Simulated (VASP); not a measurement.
# TiO2 (P4_2/mnm) in VASP: single point with PBE

Aim: the single point of TiO2 with PBE.

Everything below comes from runs of VASP 6.6.1. Logs are shortened: lines on timing, memory, paths and dates and some standing lists are left out, and cuts for length are marked.

### 1 The cell of the first run

Symmetry: P4_2/mnm, No. 136, tetragonal system. The conventional cell has a = 4.594 Å, b = 4.594 Å, c = 3.048 Å, α = 90.00°, β = 90.00°, γ = 90.00°. Ti (site symmetry mmm) has 6 O at 1.98 to 1.99 Å within 2.6 Å. Within 2.6 Å of O (site symmetry m2m) lie 3 Ti at 1.98 to 1.99 Å and 1 O at 2.52 Å.

### 2 Single point, PBE (zz strain of +3 %)

Contents of INCAR:

```
PREC = Accurate
ENCUT = 520
EDIFF = 1E-6
ISMEAR = -1
SIGMA = 0.05
LREAL = F
LASPH = T
NELM = 100
ALGO = Normal
ISIF = 2
LWAVE = F
LCHARG = F
GGA = PE
NBANDS = 33
```

Contents of KPOINTS:

```
regular mesh
0
Gamma
  7 7 10
```

Contents of POSCAR:

```
TiO2
1.0
    4.5940000000      0.0000000000      0.0000000000
    0.0000000000      4.5940000000      0.0000000000
    0.0000000000      0.0000000000      3.0477700000
Ti O
2 4
Direct
    0.0000000000      0.0000000000      0.0000000000
    0.5000000000      0.5000000000      0.5000000000
    0.3060000000      0.3060000000      0.0000000000
    0.1940000000      0.8060000000      0.5000000000
    0.6940000000      0.6940000000      0.0000000000
    0.8060000000      0.1940000000      0.5000000000
```

Potentials or basis: VASP PAW PBE potentials, release 64 (Ti_sv, O).

On the command line:

```
$ cat potpaw_PBE.64/Ti_sv/POTCAR potpaw_PBE.64/O/POTCAR > POTCAR
$ mpirun -np 1 vasp_std > vasp.out
```

OUTCAR:

```text
PREC = Accurate
   ENCUT = 520
   EDIFF = 1E-6
   ISMEAR = -1
   LREAL = F
   LASPH = T
   NELM = 100
   ISIF = 2
   GGA = PE

 ion  position               nearest neighbor table
   1  0.000  0.000  0.000-   4 1.98   6 1.98   4 1.98   6 1.98   5 1.99   3 1.99
   2  0.500  0.500  0.500-   3 1.98   5 1.98   3 1.98   5 1.98   4 1.99   6 1.99
   3  0.306  0.306  0.000-   2 1.98   2 1.98   1 1.99
   4  0.194  0.806  0.500-   1 1.98   1 1.98   2 1.99
   5  0.694  0.694  0.000-   2 1.98   2 1.98   1 1.99
   6  0.806  0.194  0.500-   1 1.98   1 1.98   2 1.99

  LATTYP: Found a simple tetragonal cell.
 ALAT       =     4.5940000000
 C/A-ratio  =     0.6634240313

  Lattice vectors:

 A1 = (   4.5940000000,   0.0000000000,   0.0000000000)
 A2 = (   0.0000000000,   4.5940000000,   0.0000000000)
 A3 = (   0.0000000000,   0.0000000000,   3.0477700000)

Analysis of symmetry for initial positions (statically):
=====================================================================
 Subroutine PRICEL returns:
 Original cell was already a primitive cell.

 Routine SETGRP: Setting up the symmetry group for a
 simple tetragonal supercell.

 Subroutine GETGRP returns: Found 16 space group operations
 (whereof  8 operations were pure point group operations)
 out of a pool of 16 trial point group operations.

The static configuration has the point symmetry D_2h.
 The point group associated with its full space group is D_4h.

Analysis of symmetry for dynamics (positions and initial velocities):
=====================================================================
 Subroutine PRICEL returns:
 Original cell was already a primitive cell.

 Routine SETGRP: Setting up the symmetry group for a
 simple tetragonal supercell.

 Subroutine GETGRP returns: Found 16 space group operations
 (whereof  8 operations were pure point group operations)
 out of a pool of 16 trial point group operations.

The dynamic configuration has the point symmetry D_2h.
 The point group associated with its full space group is D_4h.

 Subroutine INISYM returns: Found 16 space group operations
 (whereof  8 operations are pure point group operations),
 and found     1 'primitive' translations

----------------------------------------------------------------------------------------

                                     Primitive cell

  volume of cell :      64.3227

  direct lattice vectors                    reciprocal lattice vectors
     4.594000000  0.000000000  0.000000000     0.217675229  0.000000000  0.000000000
     0.000000000  4.594000000  0.000000000     0.000000000  0.217675229  0.000000000
     0.000000000  0.000000000  3.047770000     0.000000000  0.000000000  0.328108748

  length of vectors
     4.594000000  4.594000000  3.047770000     0.217675229  0.217675229  0.328108748

  position of ions in fractional coordinates (direct lattice)
     0.000000000  0.000000000  0.000000000
     0.500000000  0.500000000  0.500000000
     0.306000000  0.306000000  0.000000000
     0.194000000  0.806000000  0.500000000
     0.694000000  0.694000000  0.000000000
     0.806000000  0.194000000  0.500000000

  ion indices of the primitive-cell ions
   primitive index   ion index
                 1           1
                 2           2
                 3           3
                 4           4
                 5           5
                 6           6

----------------------------------------------------------------------------------------

 KPOINTS: regular mesh

Automatic generation of k-mesh.
 Grid dimensions read from file:
 generate k-points for:    7    7   10

 Generating k-lattice:

  Cartesian coordinates                     Fractional coordinates (reciprocal lattice)
     0.031096461  0.000000000  0.000000000     0.142857143  0.000000000  0.000000000
     0.000000000  0.031096461  0.000000000     0.000000000  0.142857143  0.000000000
     0.000000000  0.000000000  0.032810875     0.000000000  0.000000000  0.100000000

  Length of vectors
     0.031096461  0.031096461  0.032810875

  Shift w.r.t. Gamma in fractional coordinates (k-lattice)
     0.000000000  0.000000000  0.000000000

 Subroutine IBZKPT returns following result:
 ===========================================

 Found     60 irreducible k-points:

 Following reciprocal coordinates:
            Coordinates               Weight
  0.000000  0.000000  0.000000      1.000000
  0.142857  0.000000  0.000000      4.000000
  0.285714  0.000000  0.000000      4.000000
  0.428571  0.000000  0.000000      4.000000
  0.142857  0.142857  0.000000      4.000000
  0.285714  0.142857  0.000000      8.000000
[... 16 lines left out ...]
  0.285714  0.000000  0.200000      8.000000
  0.428571  0.000000  0.200000      8.000000
 [... further k-points ...]
   k-points           NKPTS =     60   k-points in BZ     NKDIM =     60   number of bands    NBANDS=     33
   number of dos      NEDOS =    301   number of ions     NIONS =      6
   total plane-waves  NPLWV =  31104
   dimension x,y,z NGX =    36 NGY =   36 NGZ =   24
   dimension x,y,z NGXF=    72 NGYF=   72 NGZF=   48
   ions per type =               2   4
   NGX,Y,Z   is equivalent  to a cutoff of  13.03, 13.03, 13.09 a.u.
   NGXF,Y,Z  is equivalent  to a cutoff of  26.06, 26.06, 26.18 a.u.
 SYSTEM =  unknown system
   PREC   = accura    normal or accurate (medium, high low for compatibility)
   ISTART =      0    job   : 0-new  1-cont  2-samecut
   ICHARG =      2    charge: 1-file 2-atom 10-const
   ISPIN  =      1    spin polarized calculation?
   LNONCOLLINEAR =      F non collinear calculations
   LSORBIT =      F    spin-orbit coupling
   LASPH  =      T    aspherical Exc in radial PAW
   ENCUT  =  520.0 eV  38.22 Ry    6.18 a.u.   8.54  8.54  5.67*2*pi/ulx,y,z
   NELM   =    100;   NELMIN=  2; NELMDL= -5     # of ELM steps
   EDIFF  = 0.1E-05   stopping-criterion for ELM
   LREAL  =      F    real-space projection
   EDIFFG = 0.1E-04   stopping-criterion for IOM
   NSW    =      0    number of steps for IOM
   IBRION =     -1    ionic relax: 0-MD 1-quasi-New 2-CG
   NFREE  =      0    steps in history (QN), initial steepest desc. (CG)
   ISIF   =      2    stress and relaxation
   ISYM   =      2    0-nonsym 1-usesym 2-fastsym
   POTIM  = 0.5000    time-step for ionic-motion
   TEBEG  =    0.0;   TEEND  =   0.0 temperature during run
   PSTRESS=    0.0 pullay stress
   NELECT =      48.0000    total number of electrons
   NUPDOWN=      -1.0000    fix difference up-down
   EMIN   =  10.00;   EMAX   =-10.00  energy-range for DOS
   EFERMI =   0.00;   METHOD = LEGACY
   ISMEAR =    -1;   SIGMA  =   0.05  broadening in eV -4-tet -1-fermi 0-gaus
   EFERMI_NEDOS =   21; number of points for ismear=-14 and -15
   IALGO  =     38    algorithm
   IMIX   =      4    mixing-type and parameters
     AMIX     =   0.40;   BMIX     =  1.00
     AMIX_MAG =   1.60;   BMIX_MAG =  1.00
  volume/ion in A,a.u.               =      10.72        72.35
  Fermi-wavevector in a.u.,A,eV,Ry     =   1.484911  2.806076 30.000324  2.204962
  Thomas-Fermi vector in A             =   2.598389
   LORBIT       =      0    0 simple, 1 ext, 2 COOP (PROOUT), +10 PAW based schemes
   GGA     = PE    functional components
   LHFCALC =     F    Hartree Fock is set to
   AEXX    =    0.0000 exact exchange contribution
   IVDW    =     0    specifies the selected vdW correction
   LEPSILON=     F    determine dielectric tensor
   LRPA    =     F    only Hartree local field effects (RPA)
 non-spin polarized calculation
  energy-cutoff  :      520.00
  volume of cell :       64.32
 maximum number of plane-waves:      1747
 NGX is ok and might be reduce to    36
   NGX = 17   NGY = 17   NGZ = 11

 number of electron      48.0000043 magnetization

 Free energy of the ion-electron system (eV)
  ---------------------------------------------------
  ext. energy  EPLUGINS =         0.00000000
  ---------------------------------------------------
  free energy    TOTEN  =       -53.62523707 eV

  energy without entropy =      -53.62523707  energy(sigma->0) =      -53.62523707

 E-fermi :   5.4730     XC(G=0): -11.2626

 val. band max:        4.6165706336   @ k =   0.0000   0.0000   0.0000
 cond. band min:       6.3992555450   @ k =   0.0000   0.0000   0.0000
 fundamental gap:      1.7826849114
 Fermi energy:         5.4730366773

 k-point     1 :       0.0000    0.0000    0.0000
  band No.  band energies     occupation
      1     -52.4803      2.00000
      2     -52.4649      2.00000
      3     -28.7610      2.00000
      4     -28.7610      2.00000
      5     -28.6109      2.00000
      6     -28.6109      2.00000
[... 25 lines left out ...]
     32      10.8841      0.00000
     33      10.8870      0.00000

 k-point     2 :       0.1429    0.0000    0.0000
  band No.  band energies     occupation
      1     -52.4795      2.00000
      2     -52.4657      2.00000
      3     -28.7555      2.00000
      4     -28.7549      2.00000
      5     -28.6176      2.00000
      6     -28.6171      2.00000
[... 25 lines left out ...]
     32      10.8140      0.00000
     33      10.8302      0.00000

 k-point     3 :       0.2857    0.0000    0.0000
  band No.  band energies     occupation
      1     -52.4774      2.00000
      2     -52.4678      2.00000
      3     -28.7404      2.00000
      4     -28.7388      2.00000
      5     -28.6353      2.00000
      6     -28.6336      2.00000
[... 25 lines left out ...]
     32      10.6559      0.00000
     33      10.6956      0.00000

 k-point     4 :       0.4286    0.0000    0.0000
  band No.  band energies     occupation
      1     -52.4743      2.00000
      2     -52.4709      2.00000
      3     -28.7225      2.00000
      4     -28.7211      2.00000
      5     -28.6542      2.00000
      6     -28.6527      2.00000
[... 673 lines left out ...]
     32      10.2152      0.00000
     33      10.3574      0.00000

 k-point    23 :       0.2857    0.0000    0.2000
  band No.  band energies     occupation
      1     -52.4668      2.00000
      2     -52.4590      2.00000
      3     -28.7316      2.00000
      4     -28.7111      2.00000
      5     -28.6995      2.00000
      6     -28.6889      2.00000
[... 25 lines left out ...]
     32       9.8967      0.00000
     33      10.3182      0.00000

 k-point    24 :       0.4286    0.0000    0.2000
  band No.  band energies     occupation
      1     -52.4643      2.00000
      2     -52.4615      2.00000
      3     -28.7256      2.00000
      4     -28.7144      2.00000
      5     -28.6933      2.00000
      6     -28.6834      2.00000
[... 25 lines left out ...]
     32       9.6884      0.00000
     33      10.5775      0.00000

 [... further k-points ...]
[... 5 lines left out ...]
  --------------------------------------------------------------------------------------
  -------------------------------------------------------------------------------------
  Total        0.4511802      0.4511802     -3.3271911      0.0000000      0.0000000      0.0000000
  in kB       11.2381922     11.2381922    -82.8751182      0.0000000      0.0000000      0.0000000
  external PRESSURE =     -20.1329112 kB  Pullay stress =       0.0000000 kB

 VOLUME and BASIS-vectors are now :
 -----------------------------------------------------------------------------
  energy-cutoff  :      520.00
  volume of cell :       64.32
      direct lattice vectors                 reciprocal lattice vectors
     4.594000000  0.000000000  0.000000000     0.217675229  0.000000000  0.000000000
     0.000000000  4.594000000  0.000000000     0.000000000  0.217675229  0.000000000
     0.000000000  0.000000000  3.047770000     0.000000000  0.000000000  0.328108748

 POSITION                                       TOTAL-FORCE (eV/Angst)
 -----------------------------------------------------------------------------------
      0.00000      0.00000      0.00000         0.000000      0.000000      0.000000
      2.29700      2.29700      1.52388         0.000000      0.000000      0.000000
      1.40576      1.40576      0.00000        -0.078294     -0.078294      0.000000
      0.89124      3.70276      1.52388         0.078294     -0.078294      0.000000
      3.18824      3.18824      0.00000         0.078294      0.078294      0.000000
      3.70276      0.89124      1.52388        -0.078294      0.078294      0.000000
 -----------------------------------------------------------------------------------
    total drift:                               -0.000000      0.000000      0.000000

  FREE ENERGIE OF THE ION-ELECTRON SYSTEM (eV)
  ---------------------------------------------------
  free  energy   TOTEN  =       -53.6252370713 eV

  energy  without entropy=      -53.6252370704  energy(sigma->0) =      -53.62523707
```

It took 50 s on 1 thread of Intel Xeon 6975P-C (Granite Rapids), shared host; peak memory 0.23 GiB.

Results:

```
Free energy            : -53.6252 eV
Pressure               : -2.0 GPa
Largest force          : 0.111 eV/Å
Band gap on the k mesh : 1.78 eV, direct
```

Forces on the atoms (eV/Å):
```
Ti   0.000  0.000  0.000
Ti   0.000  0.000  0.000
O   -0.078 -0.078  0.000
O    0.078 -0.078  0.000
O    0.078  0.078  0.000
O   -0.078  0.078  0.000
```

Levels at points of the mesh, in eV from the valence-band top:
```csv
k point,band 20,band 21,band 22,band 23,band 24,band 25,band 26,band 27,band 28,band 29
"(0.00, 0.00, 0.00)",-2.16,-0.81,-0.43,-0.43,0.00,1.78,2.13,2.19,2.28,2.28
"(0.00, 0.00, 0.50)",-2.57,-2.36,-2.36,-1.40,-1.40,2.75,2.75,2.82,2.82,3.51
```

Caveat: the cell differs from its parent crystal (zz strain of +3 %). A k mesh can miss the band edges.
